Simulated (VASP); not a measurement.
# Al4Ni (I4/m) in VASP: relaxation of cell and atoms with PBE

Aim: the relaxation of cell and atoms of Al4Ni with PBE.

All numbers are computed with VASP 6.6.1; they aren't measurements. Logs are shortened: lines on timing, memory, paths and dates and some standing lists are left out, and cuts for length are marked.

## 1. The cell of the first run

Symmetry: I4/m, No. 87, tetragonal system. The conventional cell has a = 6.167 Å, b = 6.167 Å, c = 3.861 Å, α = 90.00°, β = 90.00°, γ = 90.00°. Within 3.5 Å of Al (site symmetry m) lie 9 Al at 2.68 to 2.84 Å and 3 Ni at 2.73 to 2.74 Å. Within 3.6 Å of Ni (site symmetry 4/m) lie 12 Al at 2.73 to 2.74 Å.

## 2. Relaxation of cell and atoms, PBE

File INCAR:

```
SYSTEM = Al4Ni
ALGO = Normal ; EDIFF = 1E-7
EDIFFG = -0.01 ; ENCUT = 600
GGA = PE ; GGA_COMPAT = .FALSE.
IBRION = 2 ; ISIF = 3
ISMEAR = 0 ; LASPH = .TRUE.
LCHARG = .FALSE. ; LREAL = .FALSE.
LWAVE = .FALSE. ; NELM = 120
NELMIN = 4 ; NSW = 100
PREC = Accurate ; SIGMA = 0.1
```

File KPOINTS:

```
k-points
0
G
  12 12 12
  0 0 0
```

File POSCAR:

```
Al4Ni
1.0
   -3.0833740127      3.0833740127      1.9304151655
    3.0833740127     -3.0833740127      1.9304151655
    3.0833740127      3.0833740127     -1.9304151655
Al Ni
4 1
Direct
    0.7950231757      0.6057364372      0.4007596129
    0.3942635628      0.7950231757      0.1892867386
    0.6057364372      0.2049768243      0.8107132614
    0.2049768243      0.3942635628      0.5992403871
    0.0000000000      0.0000000000      0.0000000000
```

Potentials or basis: VASP PAW PBE potentials, release 64 (Al, Ni).

The run is started by

```bash
$ cat potpaw_PBE.64/Al/POTCAR potpaw_PBE.64/Ni/POTCAR > POTCAR
$ mpirun -np 1 vasp_std > vasp.out
```

OUTCAR:

```text
SYSTEM = Al4Ni
   EDIFF = 1E-7
   EDIFFG = -0.01
   ENCUT = 600
   GGA = PE
   IBRION = 2
   ISIF = 3
   ISMEAR = 0
   LASPH = .TRUE.
   LREAL = .FALSE.
   NELM = 120
   NELMIN = 4
   NSW = 100
   PREC = Accurate

 ion  position               nearest neighbor table
   1  0.795  0.606  0.401-   4 2.68   4 2.68   5 2.73   5 2.73   2 2.73   3 2.73   5 2.74   3 2.79
                             2 2.79   3 2.79   2 2.79   4 2.84
   2  0.394  0.795  0.189-   3 2.68   3 2.68   5 2.73   5 2.73   1 2.73   4 2.73   5 2.74   4 2.79
                             1 2.79   4 2.79   1 2.79   3 2.84
   3  0.606  0.205  0.811-   2 2.68   2 2.68   5 2.73   5 2.73   4 2.73   1 2.73   5 2.74   1 2.79
                             4 2.79   1 2.79   4 2.79   2 2.84
   4  0.205  0.394  0.599-   1 2.68   1 2.68   5 2.73   5 2.73   3 2.73   2 2.73   5 2.74   2 2.79
                             3 2.79   2 2.79   3 2.79   1 2.84
   5  0.000  0.000  0.000-   2 2.73   3 2.73   4 2.73   1 2.73   1 2.73   4 2.73   2 2.73   3 2.73
                             1 2.74   4 2.74   3 2.74   2 2.74

  LATTYP: Found a body centered tetragonal cell.
 ALAT       =     6.1667480254
 C/A-ratio  =     0.6260723343

  Lattice vectors:

 A1 = (  -3.0833740127,   3.0833740127,   1.9304151655)
 A2 = (   3.0833740127,  -3.0833740127,   1.9304151655)
 A3 = (   3.0833740127,   3.0833740127,  -1.9304151655)

Analysis of symmetry for initial positions (statically):
=====================================================================
 Subroutine PRICEL returns:
 Original cell was already a primitive cell.

 Routine SETGRP: Setting up the symmetry group for a
 body centered tetragonal supercell.

 Subroutine GETGRP returns: Found  8 space group operations
 (whereof  8 operations were pure point group operations)
 out of a pool of 16 trial point group operations.

The static configuration has the point symmetry C_4h.

Analysis of symmetry for dynamics (positions and initial velocities):
=====================================================================
 Subroutine PRICEL returns:
 Original cell was already a primitive cell.

 Routine SETGRP: Setting up the symmetry group for a
 body centered tetragonal supercell.

 Subroutine GETGRP returns: Found  8 space group operations
 (whereof  8 operations were pure point group operations)
 out of a pool of 16 trial point group operations.

The dynamic configuration has the point symmetry C_4h.

 Subroutine INISYM returns: Found  8 space group operations
 (whereof  8 operations are pure point group operations),
 and found     1 'primitive' translations

----------------------------------------------------------------------------------------

                                     Primitive cell

  volume of cell :      73.4113

  direct lattice vectors                    reciprocal lattice vectors
    -3.083374013  3.083374013  1.930415165     0.000000000  0.162160023  0.259011641
     3.083374013 -3.083374013  1.930415165     0.162160023  0.000000000  0.259011641
     3.083374013  3.083374013 -1.930415165     0.162160023  0.162160023  0.000000000

  length of vectors
     4.768741272  4.768741272  4.768741272     0.305586163  0.305586163  0.229328903

  position of ions in fractional coordinates (direct lattice)
     0.795023176  0.605736437  0.400759613
     0.394263563  0.795023176  0.189286739
     0.605736437  0.204976824  0.810713261
     0.204976824  0.394263563  0.599240387
     0.000000000  0.000000000  0.000000000

  ion indices of the primitive-cell ions
   primitive index   ion index
                 1           1
                 2           2
                 3           3
                 4           4
                 5           5

----------------------------------------------------------------------------------------

 KPOINTS: k-points

Automatic generation of k-mesh.
 Grid dimensions read from file:
 generate k-points for:   12   12   12

 Generating k-lattice:

  Cartesian coordinates                     Fractional coordinates (reciprocal lattice)
     0.000000000  0.013513335  0.021584303     0.083333333 -0.000000000  0.000000000
     0.013513335  0.000000000  0.021584303    -0.000000000  0.083333333  0.000000000
     0.013513335  0.013513335  0.000000000     0.000000000  0.000000000  0.083333333

  Length of vectors
     0.025465514  0.025465514  0.019110742

  Shift w.r.t. Gamma in fractional coordinates (k-lattice)
     0.000000000  0.000000000  0.000000000

 Subroutine IBZKPT returns following result:
 ===========================================

 Found    242 irreducible k-points:

 Following reciprocal coordinates:
            Coordinates               Weight
  0.000000  0.000000  0.000000      1.000000
  0.083333 -0.000000  0.000000      8.000000
  0.166667 -0.000000  0.000000      8.000000
  0.250000 -0.000000  0.000000      8.000000
  0.333333 -0.000000  0.000000      8.000000
  0.416667 -0.000000  0.000000      8.000000
[... 16 lines left out ...]
 -0.250000  0.083333 -0.000000      8.000000
 -0.083333  0.250000  0.000000      8.000000
 [... further k-points ...]
   k-points           NKPTS =    242   k-points in BZ     NKDIM =    242   number of bands    NBANDS=     15
   number of dos      NEDOS =    301   number of ions     NIONS =      5
   total plane-waves  NPLWV =  64000
   dimension x,y,z NGX =    40 NGY =   40 NGZ =   40
   dimension x,y,z NGXF=    80 NGYF=   80 NGZF=   80
   ions per type =               4   1
   NGX,Y,Z   is equivalent  to a cutoff of  13.94, 13.94, 13.94 a.u.
   NGXF,Y,Z  is equivalent  to a cutoff of  27.89, 27.89, 27.89 a.u.
 SYSTEM =  Al4Ni
   PREC   = accura    normal or accurate (medium, high low for compatibility)
   ISTART =      0    job   : 0-new  1-cont  2-samecut
   ICHARG =      2    charge: 1-file 2-atom 10-const
   ISPIN  =      1    spin polarized calculation?
   LNONCOLLINEAR =      F non collinear calculations
   LSORBIT =      F    spin-orbit coupling
   LASPH  =      T    aspherical Exc in radial PAW
   ENCUT  =  600.0 eV  44.10 Ry    6.64 a.u.   9.52  9.52  9.52*2*pi/ulx,y,z
   NELM   =    120;   NELMIN=  4; NELMDL= -5     # of ELM steps
   EDIFF  = 0.1E-06   stopping-criterion for ELM
   LREAL  =      F    real-space projection
   EDIFFG = -.1E-01   stopping-criterion for IOM
   NSW    =    100    number of steps for IOM
   IBRION =      2    ionic relax: 0-MD 1-quasi-New 2-CG
   NFREE  =      1    steps in history (QN), initial steepest desc. (CG)
   ISIF   =      3    stress and relaxation
   ISYM   =      2    0-nonsym 1-usesym 2-fastsym
   POTIM  = 0.5000    time-step for ionic-motion
   TEBEG  =    0.0;   TEEND  =   0.0 temperature during run
   PSTRESS=    0.0 pullay stress
   NELECT =      22.0000    total number of electrons
   NUPDOWN=      -1.0000    fix difference up-down
   EMIN   =  10.00;   EMAX   =-10.00  energy-range for DOS
   EFERMI =   0.00;   METHOD = LEGACY
   ISMEAR =     0;   SIGMA  =   0.10  broadening in eV -4-tet -1-fermi 0-gaus
   EFERMI_NEDOS =   21; number of points for ismear=-14 and -15
   IALGO  =     38    algorithm
   IMIX   =      4    mixing-type and parameters
     AMIX     =   0.40;   BMIX     =  1.00
     AMIX_MAG =   1.60;   BMIX_MAG =  1.00
  volume/ion in A,a.u.               =      14.68        99.08
  Fermi-wavevector in a.u.,A,eV,Ry     =   1.095539  2.070269 16.329803  1.200207
  Thomas-Fermi vector in A             =   2.231865
   LORBIT       =      0    0 simple, 1 ext, 2 COOP (PROOUT), +10 PAW based schemes
   GGA     = PE    functional components
   LHFCALC =     F    Hartree Fock is set to
   AEXX    =    0.0000 exact exchange contribution
   IVDW    =     0    specifies the selected vdW correction
   LEPSILON=     F    determine dielectric tensor
   LRPA    =     F    only Hartree local field effects (RPA)
 conjugate gradient relaxation of ions
 non-spin polarized calculation
 Gauss-broadening in eV      SIGMA  =   0.10
  energy-cutoff  :      600.00
  volume of cell :       73.41
 maximum number of plane-waves:      2495
 NGX is ok and might be reduce to    40
   NGX = 19   NGY = 19   NGZ = 19

--------------------------------------- Ionic step        1  -------------------------------------------

 number of electron      21.9999999 magnetization

 Free energy of the ion-electron system (eV)
  ---------------------------------------------------
  ext. energy  EPLUGINS =         0.00000000
  ---------------------------------------------------
  free energy    TOTEN  =       -21.33940175 eV

  energy without entropy =      -21.32691173  energy(sigma->0) =      -21.33315674

------------------------ aborting loop because EDIFF is reached ----------------------------------------

  FORCE on cell =-STRESS in cart. coord.  units (eV):
  Direction    XX          YY          ZZ          XY          YZ          ZX
  --------------------------------------------------------------------------------------
  -------------------------------------------------------------------------------------
  Total        0.0027684      0.0027684      0.0660833      0.0000000      0.0000000      0.0000000
  in kB        0.0604195      0.0604195      1.4422458      0.0000005      0.0000000      0.0000000
  external PRESSURE =       0.5210283 kB  Pullay stress =       0.0000000 kB
[... 102 lines left out ...]
  energy  without entropy=      -21.3270037015  energy(sigma->0) =      -21.33326217

--------------------------------------- Ionic step        4  -------------------------------------------

 number of electron      21.9999999 magnetization

 Free energy of the ion-electron system (eV)
  ---------------------------------------------------
  ext. energy  EPLUGINS =         0.00000000
  ---------------------------------------------------
  free energy    TOTEN  =       -21.33957798 eV

  energy without entropy =      -21.32707242  energy(sigma->0) =      -21.33332520

 E-fermi :   8.6674     XC(G=0): -10.8169

 val. band max:        8.6672575763   @ k =  -0.1667   0.4167   0.1667
 cond. band min:       8.6690809917   @ k =   0.5000   0.2500  -0.1667
 fundamental gap:      0.0018234154
 Fermi energy:         8.6673550673

 k-point     1 :       0.0000    0.0000    0.0000
  band No.  band energies     occupation
      1      -2.5533      2.00000
      2       3.8586      2.00000
      3       4.9141      2.00000
      4       5.1443      2.00000
      5       5.1443      2.00000
      6       6.2280      2.00000
      7       6.2280      2.00000
      8       6.4622      2.00000
      9       6.9609      2.00000
     10       8.0028      2.00000
     11       9.5439      0.00000
     12      10.7877      0.00000
     13      10.7877      0.00000
     14      11.2680      0.00000
     15      11.3678      0.00000
[... 397 lines left out ...]
 k-point    24 :      -0.0833    0.2500    0.0000
  band No.  band energies     occupation
      1      -2.0089      2.00000
      2       2.8951      2.00000
      3       4.1077      2.00000
      4       5.5190      2.00000
      5       5.6001      2.00000
      6       6.1411      2.00000
      7       6.2117      2.00000
      8       6.4792      2.00000
      9       7.4382      2.00000
     10       7.9407      2.00000
     11       8.4392      1.99875
     12       8.5850      1.75559
     13       9.4066      0.00000
     14      10.4487      0.00000
     15      10.9916      0.00000

 [... further k-points ...]

------------------------ aborting loop because EDIFF is reached ----------------------------------------

  FORCE on cell =-STRESS in cart. coord.  units (eV):
  Direction    XX          YY          ZZ          XY          YZ          ZX
  --------------------------------------------------------------------------------------
  -------------------------------------------------------------------------------------
  Total       -0.0018389     -0.0018389      0.0072416      0.0000000      0.0000000      0.0000000
  in kB       -0.0401370     -0.0401370      0.1580591      0.0000000      0.0000000      0.0000000
  external PRESSURE =       0.0259284 kB  Pullay stress =       0.0000000 kB
[... 20 lines left out ...]
  FREE ENERGIE OF THE ION-ELECTRON SYSTEM (eV)
  ---------------------------------------------------
  free  energy   TOTEN  =       -21.3395779806 eV

  energy  without entropy=      -21.3270724178  energy(sigma->0) =      -21.33332520

 reached required accuracy - stopping structural energy minimisation
```

It took 14 min on 1 thread of Intel Xeon Platinum 8259CL at 2.50GHz (Skylake/Cascade Lake), shared host; peak memory 0.5 GiB.

Results:

| Item | Value |
| --- | --- |
| Free energy | -21.3396 eV |
| Energy gained by relaxing | 0.0 meV/atom |
| Ionic steps | 4 |
| Pressure after relaxing | 0.0 GPa |
| Largest force after relaxing | 0.008 eV/Å |
| Band gap on the k mesh | zero (bands 11 and 12 overlap by 3.05 eV) |

Forces in eV/Å, atoms in the order of the input:
```
Al   0.008  0.000  0.000
Al   0.000 -0.008  0.000
Al   0.000  0.008  0.000
Al  -0.008  0.000  0.000
Ni   0.000  0.000  0.000
```

Step by step:
| step | energy change (eV) | largest force (eV/Å) | pressure (GPa) | volume (Å³) |
| --- | --- | --- | --- | --- |
| 1 | 0.0000 | 0.0244 | 0.05 | 73.41 |
| 2 | -0.0001 | 0.0137 | -0.07 | 73.46 |
| 3 | -0.0001 | 0.0092 | -0.11 | 73.49 |
| 4 | -0.0002 | 0.0078 | 0.00 | 73.40 |

Final structure:
```xyz
5
Lattice="-3.0816 3.0816 1.9324 3.0816 -3.0816 1.9324 3.0816 3.0816 -1.9324" Properties=species:S:1:pos:R:3 pbc="T T T"
Al    0.6515    1.8212    1.9324
Al    1.8212   -0.6515    1.9324
Al    1.2604    3.7331    0.0000
Al    2.4301    1.2604    0.0000
Ni    3.0816   -3.0816    1.9324
```
